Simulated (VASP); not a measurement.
# BeS (F-43m) in VASP: further runs

Runs on BeS. Level: LDA. Tasks: single point, relaxation of cell and atoms.

All numbers are computed with VASP 6.6.1; they aren't measurements. Logs are shortened: lines on timing, memory, paths and dates and some standing lists are left out, and cuts for length are marked.

### Step 1. The cell of the first run

The structure is cubic, space group F-43m (No. 216). The conventional cell has a = 4.829 Å, b = 4.829 Å, c = 4.829 Å, α = 90.00°, β = 90.00°, γ = 90.00°. Within 2.8 Å of Be (site symmetry -43m) lie 4 S at 2.09 Å. Within 2.8 Å of S (site symmetry -43m) lie 4 Be at 2.09 Å.

### Step 2. Single point, LDA

The input, INCAR:

```
PREC = Accurate
ENCUT = 520
EDIFF = 1E-7
ISMEAR = 0
SIGMA = 0.01
LREAL = False
LASPH = True
NELM = 60
ALGO = Normal
ISIF = 2
LWAVE = False
LCHARG = True
LELF = True
LVHAR = True
NBANDS = 11
```

The input, KPOINTS:

```
regular mesh
0
Gamma
  8 8 8
```

The input, POSCAR:

```
BeS
1.0
    2.4142590500      2.4142590500      0.0000000000
   -2.4142590500      2.4142590500      0.0000000000
    0.0000000000      2.4142590500      2.4142590500
Be S
1 1
Direct
    0.0000000000      0.0000000000      0.0000000000
    0.7500000000      0.2500000000      0.5000000000
```

Potentials or basis: VASP PAW LDA potentials, release 64 (Be, S).

The run is started by

```
> cat potpaw_LDA.64/Be/POTCAR potpaw_LDA.64/S/POTCAR > POTCAR
> mpirun -np 1 vasp_std > vasp.out
```

OUTCAR:

```text
PREC = Accurate
   ENCUT = 520
   EDIFF = 1E-7
   ISMEAR = 0
   LREAL = False
   LASPH = True
   NELM = 60
   ISIF = 2

 ion  position               nearest neighbor table
   1  0.000  0.000  0.000-   2 2.09   2 2.09   2 2.09   2 2.09
   2  0.750  0.250  0.500-   1 2.09   1 2.09   1 2.09   1 2.09

  LATTYP: Found a face centered cubic cell.
 ALAT       =     4.8285181000

  Lattice vectors:

 A1 = (   0.0000000000,   2.4142590500,   2.4142590500)
 A2 = (   2.4142590500,   0.0000000000,   2.4142590500)
 A3 = (   2.4142590500,   2.4142590500,   0.0000000000)

Analysis of symmetry for initial positions (statically):
=====================================================================
 Subroutine PRICEL returns:
 Original cell was already a primitive cell.

 Routine SETGRP: Setting up the symmetry group for a
 face centered cubic supercell.

 Subroutine GETGRP returns: Found 24 space group operations
 (whereof 24 operations were pure point group operations)
 out of a pool of 48 trial point group operations.

The static configuration has the point symmetry T_d .

Analysis of symmetry for dynamics (positions and initial velocities):
=====================================================================
 Subroutine PRICEL returns:
 Original cell was already a primitive cell.

 Routine SETGRP: Setting up the symmetry group for a
 face centered cubic supercell.

 Subroutine GETGRP returns: Found 24 space group operations
 (whereof 24 operations were pure point group operations)
 out of a pool of 48 trial point group operations.

The dynamic configuration has the point symmetry T_d .

 Subroutine INISYM returns: Found 24 space group operations
 (whereof 24 operations are pure point group operations),
 and found     1 'primitive' translations

----------------------------------------------------------------------------------------

                                     Primitive cell

  volume of cell :      28.1437

  direct lattice vectors                    reciprocal lattice vectors
     2.414259050  2.414259050  0.000000000     0.207102879  0.207102879 -0.207102879
    -2.414259050  2.414259050  0.000000000    -0.207102879  0.207102879 -0.207102879
     0.000000000  2.414259050  2.414259050     0.000000000  0.000000000  0.414205758

  length of vectors
     3.414277892  3.414277892  3.414277892     0.358712709  0.358712709  0.414205758

  position of ions in fractional coordinates (direct lattice)
     0.000000000  0.000000000  0.000000000
     0.750000000  0.250000000  0.500000000

  ion indices of the primitive-cell ions
   primitive index   ion index
                 1           1
                 2           2

----------------------------------------------------------------------------------------

 KPOINTS: regular mesh

Automatic generation of k-mesh.
 Grid dimensions read from file:
 generate k-points for:    8    8    8

 Generating k-lattice:

  Cartesian coordinates                     Fractional coordinates (reciprocal lattice)
     0.025887860  0.025887860 -0.025887860     0.125000000  0.000000000  0.000000000
    -0.025887860  0.025887860 -0.025887860     0.000000000  0.125000000  0.000000000
     0.000000000  0.000000000  0.051775720     0.000000000  0.000000000  0.125000000

  Length of vectors
     0.044839089  0.044839089  0.051775720

  Shift w.r.t. Gamma in fractional coordinates (k-lattice)
     0.000000000  0.000000000  0.000000000

 Subroutine IBZKPT returns following result:
 ===========================================

 Found     29 irreducible k-points:

 Following reciprocal coordinates:
            Coordinates               Weight
  0.000000  0.000000  0.000000      1.000000
  0.125000  0.000000  0.000000      8.000000
  0.250000  0.000000  0.000000      8.000000
  0.375000  0.000000  0.000000      8.000000
  0.500000  0.000000  0.000000      4.000000
  0.125000  0.125000  0.000000     12.000000
[... 16 lines left out ...]
  0.375000  0.250000  0.125000     48.000000
  0.500000  0.250000  0.125000     24.000000
 [... further k-points ...]
[... 50 lines left out ...]
      1      -8.8933      2.00000
      2       0.7831      2.00000
      3       3.5504      2.00000
      4       3.5504      2.00000
      5       9.6196      0.00000
      6      10.6229      0.00000
      7      10.6229      0.00000
      8      13.3622      0.00000
      9      16.0018      0.00000
     10      16.0018      0.00000
     11      18.1959      0.00000

 k-point     4 :       0.3750    0.0000    0.0000
  band No.  band energies     occupation
      1      -8.2492      2.00000
      2      -1.0184      2.00000
      3       3.2224      2.00000
      4       3.2224      2.00000
      5       9.5917      0.00000
      6      10.6823      0.00000
      7      10.6823      0.00000
      8      14.7724      0.00000
      9      17.3763      0.00000
     10      17.3763      0.00000
     11      18.4420      0.00000

 k-point     5 :       0.5000    0.0000    0.0000
  band No.  band energies     occupation
      1      -7.9097      2.00000
      2      -1.7623      2.00000
      3       3.1031      2.00000
      4       3.1031      2.00000
      5       9.5769      0.00000
      6      10.6025      0.00000
      7      10.6025      0.00000
      8      15.1466      0.00000
      9      19.1195      0.00000
     10      19.1195      0.00000
     11      19.1850      0.00000
[... 211 lines left out ...]
 k-point    21 :       0.5000    0.5000    0.0000
  band No.  band energies     occupation
      1      -7.3504      2.00000
      2      -0.9406      2.00000
      3       1.4479      2.00000
      4       1.4479      2.00000
      5       7.0438      0.00000
      6       8.9598      0.00000
      7      16.8866      0.00000
      8      16.8866      0.00000
      9      19.6426      0.00000
     10      20.6524      0.00000
     11      21.0669      0.00000

 k-point    22 :       0.2500    0.2500    0.1250
  band No.  band energies     occupation
      1      -8.4817      2.00000
      2       0.5562      2.00000
      3       1.9548      2.00000
      4       3.0119      2.00000
      5       9.5433      0.00000
      6      11.3554      0.00000
      7      11.5913      0.00000
      8      12.6454      0.00000
      9      15.7292      0.00000
     10      18.5499      0.00000
     11      19.9986      0.00000

 k-point    23 :       0.3750    0.2500    0.1250
  band No.  band energies     occupation
      1      -7.9134      2.00000
      2      -0.6406      2.00000
      3       1.4164      2.00000
      4       2.5220      2.00000
      5      10.0173      0.00000
      6      10.8725      0.00000
      7      12.5915      0.00000
      8      13.3606      0.00000
      9      16.7381      0.00000
     10      18.4684      0.00000
     11      20.6255      0.00000

 k-point    24 :       0.5000    0.2500    0.1250
  band No.  band energies     occupation
      1      -7.6248      2.00000
      2      -1.2162      2.00000
      3       1.3258      2.00000
      4       2.2663      2.00000
      5      10.0933      0.00000
      6      10.6720      0.00000
      7      13.2636      0.00000
      8      14.6003      0.00000
      9      15.4904      0.00000
     10      19.4778      0.00000
     11      20.0546      0.00000

 [... further k-points ...]
[... 5 lines left out ...]
  --------------------------------------------------------------------------------------
  -------------------------------------------------------------------------------------
  Total       -0.3404843     -0.3404843     -0.3404843      0.0000000      0.0000000      0.0000000
  in kB      -19.3832257    -19.3832257    -19.3832257      0.0000000      0.0000000      0.0000000
  external PRESSURE =     -19.3832257 kB  Pullay stress =       0.0000000 kB

 VOLUME and BASIS-vectors are now :
 -----------------------------------------------------------------------------
  energy-cutoff  :      520.00
  volume of cell :       28.14
      direct lattice vectors                 reciprocal lattice vectors
     2.414259050  2.414259050  0.000000000     0.207102879  0.207102879 -0.207102879
    -2.414259050  2.414259050  0.000000000    -0.207102879  0.207102879 -0.207102879
     0.000000000  2.414259050  2.414259050     0.000000000  0.000000000  0.414205758

 POSITION                                       TOTAL-FORCE (eV/Angst)
 -----------------------------------------------------------------------------------
      0.00000      0.00000      0.00000         0.000000      0.000000      0.000000
      1.20713      3.62139      1.20713        -0.000000     -0.000000      0.000000
 -----------------------------------------------------------------------------------
    total drift:                               -0.000000      0.000000     -0.000000

  FREE ENERGIE OF THE ION-ELECTRON SYSTEM (eV)
  ---------------------------------------------------
  free  energy   TOTEN  =       -11.1391031215 eV

  energy  without entropy=      -11.1391031215  energy(sigma->0) =      -11.13910312
```

Run time: 6.2 s. Hardware: 1 thread of Intel Xeon 6975P-C (Granite Rapids), shared host; peak memory 0.13 GiB.

Results:

```
Free energy            : -11.1391 eV
Pressure               : -1.9 GPa
Band gap on the k mesh : 2.88 eV, indirect (least direct gap 5.54 eV)
```

Levels at points of the mesh, in eV from the valence-band top:
```csv
k point,band 1,band 2,band 3,band 4,band 5,band 6,band 7,band 8,band 9
"(0.00, 0.00, 0.00)",-13.75,0.00,0.00,0.00,5.54,5.54,5.54,5.79,12.84
"(0.50, 0.00, 0.00)",-12.08,-5.93,-1.06,-1.06,5.41,6.43,6.43,10.98,14.95
"(0.50, 0.50, 0.00)",-11.52,-5.11,-2.72,-2.72,2.88,4.79,12.72,12.72,15.47
```

A k mesh can miss the band edges. Expect the measured gap to be larger: semilocal functionals such as LDA lack the derivative discontinuity.

### Step 3. Single point, LDA

The input, INCAR:

```
ALGO     = Normal         # electronic algorithm
EDIFF    = 1E-7           # SCF threshold, eV
ENCUT    = 520            # plane-wave cutoff, eV
GGA      = CA             # functional
ISIF     = 2              # what is computed and relaxed
ISMEAR   = 0              # smearing method
LASPH    = T              # aspherical terms in the spheres
LCHARG   = F              # write CHGCAR
LREAL    = F              # projectors in reciprocal space
LWAVE    = F              # write WAVECAR
NBANDS   = 11             # bands
NELM     = 80             # most SCF steps
PREC     = Accurate       # precision mode
SIGMA    = 0.01           # smearing width, eV
```

The input, KPOINTS:

```
k-points
0
Gamma
  8 8 8
```

POSCAR is that of step 2.

Potentials or basis: VASP PAW LDA potentials, release 64 (Be, S).

The run is started by

```
> cat potpaw_LDA.64/Be/POTCAR potpaw_LDA.64/S/POTCAR > POTCAR
> mpirun -np 1 vasp_std > vasp.out
```

Run time: 5.8 s. Hardware: 1 thread of Intel Xeon 6975P-C (Granite Rapids), shared host; peak memory 0.13 GiB.

It converged, with:

```yaml
Free_energy: -11.1391 eV
Pressure: -1.9 GPa
Band_gap_on_the_k_mesh: 2.88 eV, indirect (least direct gap 5.54 eV)
```

Levels at points of the mesh, in eV from the valence-band top:
```csv
k point,band 2,band 3,band 4,band 5,band 6,band 7
"(0.00, 0.00, 0.00)",0.00,0.00,0.00,5.54,5.54,5.54
"(0.50, 0.00, 0.00)",-5.93,-1.06,-1.06,5.41,6.43,6.43
"(0.50, 0.50, 0.00)",-5.11,-2.72,-2.72,2.88,4.79,12.72
```

A k mesh can miss the band edges. Expect the measured gap to be larger: semilocal functionals such as LDA lack the derivative discontinuity.

### Step 4. Relaxation of cell and atoms, LDA, target pressure -2 GPa, at which the enthalpy is minimised

This run uses another cell than the first one, of 13.79 Å³/atom, 0.980 times its volume.

The input, INCAR:

```
SYSTEM = BeS
PREC = Accurate
ENCUT = 600
EDIFF = 1E-7
ISMEAR = 0
SIGMA = 0.01
LREAL = .False.
LASPH = .True.
NELM = 60
ALGO = Normal
ISIF = 3
LWAVE = .False.
LCHARG = .False.
GGA = CA
IBRION = 2
NSW = 100
EDIFFG = -0.002
PSTRESS = -20.0
```

The input, KPOINTS:

```
Automatic mesh
0
Gamma
  8 8 8
  0 0 0
```

The input, POSCAR:

```
BeS
1.0
    2.3981680588      2.3981680588      0.0000000000
   -2.3981680588      2.3981680588      0.0000000000
    0.0000000000      2.3981680588      2.3981680588
Be S
1 1
Direct
    0.0000000000      0.0000000000      0.0000000000
    0.7500000000      0.2500000000      0.5000000000
```

The run is started by

```
> cat potpaw_LDA.64/Be/POTCAR potpaw_LDA.64/S/POTCAR > POTCAR
> mpirun -np 1 vasp_std > vasp.out
```

Run time: 8.5 s. Hardware: 1 thread of Intel Xeon 6975P-C (Granite Rapids), shared host; peak memory 0.13 GiB.

Results (log left out):

```yaml
Free_energy: -11.1390 eV
Relaxed_volume: 14.08 Å³/atom
Relaxed_cell: a = 3.415 Å, b = 3.415 Å, c = 3.415 Å, α = 60.00°, β = 60.00°, γ = 90.00°
Space_group_after_relaxing_to_0.05_Å: F-43m (No. 216)
Energy_change_on_relaxing_the_enthalpy_is_what_falls: +1.8 meV/atom
Ionic_steps: 3
Pressure_after_relaxing: -2.0 GPa
Band_gap_on_the_k_mesh: 2.88 eV, indirect (least direct gap 5.54 eV)
```

Step by step:
| step | energy change (eV) | largest force (eV/Å) | pressure (GPa) | volume (Å³) |
| --- | --- | --- | --- | --- |
| 1 | 0.0000 | 0.0000 | 0.06 | 27.58 |
| 2 | 0.0054 | 0.0000 | -2.44 | 28.30 |
| 3 | 0.0036 | 0.0000 | -1.99 | 28.17 |

Final structure:
```
CELL_PARAMETERS angstrom
2.41497 2.41497 0.00000
-2.41497 2.41497 0.00000
0.00000 2.41497 2.41497
ATOMIC_POSITIONS crystal
Be 0.00000 0.00000 0.00000
S 0.75000 0.25000 0.50000
```

Levels at points of the mesh, in eV from the valence-band top:
```tsv
k point	band 2	band 3	band 4	band 5	band 6	band 7
(0.00, 0.00, 0.00)	0.00	0.00	0.00	5.54	5.54	5.54
(0.50, 0.00, 0.00)	-5.92	-1.06	-1.06	5.41	6.43	6.43
(0.50, 0.50, 0.00)	-5.10	-2.72	-2.72	2.88	4.79	12.71
```

Caveat: the cell is relaxed towards a set pressure, so the enthalpy falls and the energy may rise.

### Step 5. Relaxation of cell and atoms, LDA, target pressure 2 GPa, at which the enthalpy is minimised

This run uses another cell than the first one, of 13.79 Å³/atom, 0.980 times its volume.

The input, INCAR:

```
ALGO = Normal ; EDIFF = 1E-6
EDIFFG = -0.002 ; ENCUT = 600
IBRION = 2 ; ISIF = 3
ISMEAR = 0 ; LASPH = True
LCHARG = False ; LREAL = False
LWAVE = False ; NELM = 100
NSW = 100 ; PREC = Accurate
PSTRESS = 20.0 ; SIGMA = 0.01
```

The input, KPOINTS:

```
k-points
0
Gamma
  8 8 8
```

POSCAR is that of step 4.

The run is started by

```
> cat potpaw_LDA.64/Be/POTCAR potpaw_LDA.64/S/POTCAR > POTCAR
> mpirun -np 1 vasp_std > vasp.out
```

It took 9.9 s on 1 thread of Intel Xeon 6975P-C (Granite Rapids), shared host; peak memory 0.13 GiB.

Results (log left out):

```yaml
Free_energy: -11.1394 eV
Relaxed_volume: 13.54 Å³/atom
Relaxed_cell: a = 3.371 Å, b = 3.371 Å, c = 3.371 Å, α = 60.00°, β = 60.00°, γ = 90.00°
Space_group_after_relaxing_to_0.05_Å: F-43m (No. 216)
Energy_change_on_relaxing_the_enthalpy_is_what_falls: +1.6 meV/atom
Ionic_steps: 3
Pressure_after_relaxing: 2.0 GPa
Band_gap_on_the_k_mesh: 2.79 eV, indirect (least direct gap 5.52 eV)
```

Step by step:
```tsv
step	energy change (eV)	largest force (eV/Å)	pressure (GPa)	volume (Å³)
1	0.0000	0.0000	0.06	27.58
2	0.0055	0.0000	2.67	26.92
3	0.0032	0.0000	2.00	27.09
```

Final structure:
```
Be S
1.0
     2.38360    2.38360    0.00000
    -2.38360    2.38360    0.00000
     0.00000    2.38360    2.38360
Be S
1 1
Direct
  0.00000 0.00000 0.00000
  0.75000 0.25000 0.50000
```

Levels at points of the mesh, in eV from the valence-band top:
```tsv
k point	band 1	band 2	band 3	band 4	band 5	band 6	band 7	band 8
(0.00, 0.00, 0.00)	-14.01	0.00	0.00	0.00	5.52	5.52	5.52	6.12
(0.50, 0.00, 0.00)	-12.24	-6.18	-1.12	-1.12	5.55	6.42	6.42	11.15
(0.50, 0.50, 0.00)	-11.64	-5.31	-2.86	-2.86	2.79	4.76	13.03	13.03
```

Caveat: the cell is relaxed towards a set pressure, so the enthalpy falls and the energy may rise.

### Step 6. Relaxation of cell and atoms, LDA, target pressure 4 GPa, at which the enthalpy is minimised

This run uses another cell than the first one, of 13.79 Å³/atom, 0.980 times its volume.

The input, INCAR:

```
SYSTEM = BeS
PREC = Accurate
ENCUT = 600
EDIFF = 1E-6
ISMEAR = 0
SIGMA = 0.01
LREAL = .False.
LASPH = .True.
NELM = 60
ALGO = Normal
ISIF = 3
LWAVE = .False.
LCHARG = .False.
IBRION = 2
NSW = 100
EDIFFG = -0.002
PSTRESS = 40.0
```

The input, KPOINTS:

```
regular mesh
0
Gamma
  8 8 8
  0 0 0
```

POSCAR is that of step 5.

Potentials or basis: VASP PAW LDA potentials, release 64 (Be, S).

The run is started by

```
> cat potpaw_LDA.64/Be/POTCAR potpaw_LDA.64/S/POTCAR > POTCAR
> mpirun -np 1 vasp_std > vasp.out
```

Wall time 8.5 s (1 thread of Intel Xeon 6975P-C (Granite Rapids), shared host); peak memory 0.13 GiB.

It converged, with:

```yaml
Free_energy: -11.1306 eV
Relaxed_volume: 13.30 Å³/atom
Relaxed_cell: a = 3.351 Å, b = 3.351 Å, c = 3.351 Å, α = 60.00°, β = 60.00°, γ = 90.00°
Space_group_after_relaxing_to_0.05_Å: F-43m (No. 216)
Energy_change_on_relaxing_the_enthalpy_is_what_falls: +6.0 meV/atom
Ionic_steps: 3
Pressure_after_relaxing: 4.0 GPa
Band_gap_on_the_k_mesh: 2.75 eV, indirect (least direct gap 5.51 eV)
```

Step by step:
```tsv
step	energy change (eV)	largest force (eV/Å)	pressure (GPa)	volume (Å³)
1	0.0000	0.0000	0.06	27.58
2	0.0227	0.0000	5.62	26.25
3	0.0120	0.0000	4.00	26.61
```

Final structure:
```
Be S
1.0
     2.36958    2.36958    0.00000
    -2.36958    2.36958    0.00000
     0.00000    2.36958    2.36958
Be S
1 1
Direct
  0.00000 0.00000 0.00000
  0.75000 0.25000 0.50000
```

Levels at points of the mesh, in eV from the valence-band top:
| k point | band 1 | band 2 | band 3 | band 4 | band 5 | band 6 | band 7 | band 8 |
| --- | --- | --- | --- | --- | --- | --- | --- | --- |
| (0.00, 0.00, 0.00) | -14.14 | 0.00 | 0.00 | 0.00 | 5.51 | 5.51 | 5.51 | 6.28 |
| (0.50, 0.00, 0.00) | -12.31 | -6.31 | -1.15 | -1.15 | 5.62 | 6.41 | 6.41 | 11.23 |
| (0.50, 0.50, 0.00) | -11.70 | -5.40 | -2.92 | -2.92 | 2.75 | 4.74 | 13.18 | 13.18 |

Caveat: the cell is relaxed towards a set pressure, so the enthalpy falls and the energy may rise. Zero-point motion and thermal expansion aren't in these numbers.

### Step 7. Summary

| task | cell | cutoff (eV) | gap on the mesh (eV) | pressure (GPa) |
| --- | --- | --- | --- | --- |
| single point | a = 3.414 Å, angles 60.0, 60.0, 90.0°, 2 atoms | 520 | 2.88 | -1.9 |
| relaxation of cell and atoms | relaxed to -2 GPa from a = 3.392 Å, angles 60.0, 60.0, 90.0°, 2 atoms | 600 | 2.88 | -2.0 |
| relaxation of cell and atoms | relaxed to 2 GPa from a = 3.392 Å, angles 60.0, 60.0, 90.0°, 2 atoms | 600 | 2.79 | 2.0 |
| relaxation of cell and atoms | relaxed to 4 GPa from a = 3.392 Å, angles 60.0, 60.0, 90.0°, 2 atoms | 600 | 2.75 | 4.0 |

Alike in all rows: level LDA; potentials or basis VASP PAW LDA potentials, release 64 (Be, S); no spin polarisation; k mesh 8 × 8 × 8; smearing gaussian 0.01 eV.

Caveats: the cell is relaxed towards a set pressure, so the enthalpy falls and the energy may rise (some runs).

Total energies depend on the potentials used, so only differences within one code and one set of settings carry meaning.
